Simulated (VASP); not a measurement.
Write the native input for VASP 6.6.1 that does the following.

- Task: single point
- Functional: PBE
- Potentials or basis: VASP PAW PBE potentials, release 64 (W_sv, I)
- Cutoff: 520 eV
- k mesh: 6 × 6 × 6
- Occupations: gaussian, width 0.1 eV
- Spin: no spin polarisation
- Dipole correction: no
- Further INCAR settings: ALGO = Normal; EDIFF = 1e-07; NBANDS = 24

The structure of W2I lies in POSCAR:

```
W2I
1.0
    4.5775776415      0.0000000000      0.0000000000
   -2.2887888208      3.9642985253      0.0000000000
    0.0000000000      0.0000000000      3.2916794061
W I
2 1
Direct
    0.3333333333      0.6666666667      0.5000000000
    0.6666666667      0.3333333333      0.5000000000
    0.0000000000      0.0000000000      0.0000000000
```

These files were run (other wordings do the same):

INCAR

```
SYSTEM = W2I
PREC = Accurate
ENCUT = 520
EDIFF = 1E-7
ISMEAR = 0
SIGMA = 0.1
LREAL = .False.
LASPH = .True.
NELM = 100
ALGO = Normal
ISIF = 2
LWAVE = .False.
LCHARG = .True.
GGA = PE
LELF = .True.
LVHAR = .True.
NBANDS = 24
```

KPOINTS

```
regular mesh
0
Gamma
  6 6 6
  0 0 0
```

Potentials or basis: VASP PAW PBE potentials, release 64 (W_sv, I).

Command:

```console
$ cat potpaw_PBE.64/W_sv/POTCAR potpaw_PBE.64/I/POTCAR > POTCAR
$ mpirun -np 1 vasp_std > vasp.out
```

It gave:

- Pressure: 0.2 GPa
- Band gap on the k mesh: zero (an odd number of electrons rules out a gap without spin polarisation)

Caveat: spin-orbit coupling is left out, which moves the levels of the heavy elements.

Wall time 31 s on 1 thread of AMD EPYC 7R13 Processor (Zen 3), on a shared host, peak memory 0.17 GiB.
